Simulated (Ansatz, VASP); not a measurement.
**MoS2: VASP beside Ansatz**

INCAR

```
  PREC = Accurate
  ENCUT = 520
  EDIFF = 1E-6
  ISMEAR = -1
  SIGMA = 0.05
  LREAL = False
  LASPH = True
  NELM = 80
  ALGO = Normal
  ISIF = 2
  LWAVE = False
  LCHARG = False
  GGA = PS
  NBANDS = 20
```

Contents of KPOINTS:

```
regular mesh
0
Gamma
  9 9 4
```

File POSCAR:

```
MoS2
1.0
    3.2940172245      0.0000000000      0.0000000000
   -1.6470086123      2.8527025969      0.0000000000
    0.0000000000      0.0000000000      6.0599744832
Mo S
1 2
Direct
    0.0000000000      0.0000000000      0.5000000000
    0.6666666667      0.3333333333      0.7446806800
    0.3333333333      0.6666666667      0.2553193200
```

input.yaml

```yaml
crystal:
  lattice:
    - [3.2940172245, 0.0, 0.0]
    - [-1.6470086123, 2.8527025969, 0.0]
    - [0.0, 0.0, 6.0599744832]
  atoms:
    - { symbol: Mo, position: [0.0, 0.0, 0.5] }
    - { symbol: S, position: [0.6666666667, 0.3333333333, 0.74468068] }
    - { symbol: S, position: [0.3333333333, 0.6666666667, 0.25531932] }
kpoints:
  mp_grid: { grid: [9, 9, 4] }
  band_path:
    path:
      - [0.0, 0.0, 0.0]
      - [0.5, 0.0, 0.0]
      - [0.3333333333, 0.3333333333, 0.0]
      - [0.0, 0.0, 0.0]
      - [0.0, 0.0, 0.5]
      - [0.5, 0.0, 0.5]
      - [0.3333333333, 0.3333333333, 0.5]
      - [0.0, 0.0, 0.5]
    npoints: 10
scf:
  occupations: { method: fermi_dirac, width: 0.05 }
hamiltonian:
  xc: pbesol
  pseudopotentials: { kind: all_electron, lapw: { basis_error: 0.002 } }
output:
  forces: true
  stress: true
  eigenvalues: true
```

Change from the starting cell: strain_z_fixed_volume = -0.04.

Alike in both runs: functional PBEsol; k mesh 9 × 9 × 4; occupations fermi-dirac, width 0.05 eV; no spin polarisation.

|  | VASP | Ansatz |
| --- | --- | --- |
| version | VASP 6.6.1 | Ansatz 0.2.0 |
| potentials or method | VASP PAW PBE potentials, release 64 (Mo_sv, S), cutoff 520 eV | all-electron LAPW, scalar-relativistic |
| task | single point | band structure |

VASP gave:

```
gap on the k mesh at the Fermi level (eV)                     : none
pressure (GPa)                                                : -2.9
traceless stress, the component that is largest in VASP (GPa) : 5.13
rms of the force components (eV/Å)                            : 0.201
```

Which values does Ansatz return?

gap on the k mesh at the Fermi level (eV): none; pressure (GPa): -2.9; traceless stress, the component that is largest in VASP (GPa): 5.09; rms of the force components (eV/Å): 0.198.

VASP's potentials were made for PBE, not for PBEsol. Atom by atom the forces differ by 0.004 eV/Å (rms over components). A gap of «none» marks a metal or a gap that the smearing closes. Ansatz ran all-electron here, and VASP with PAW potentials.
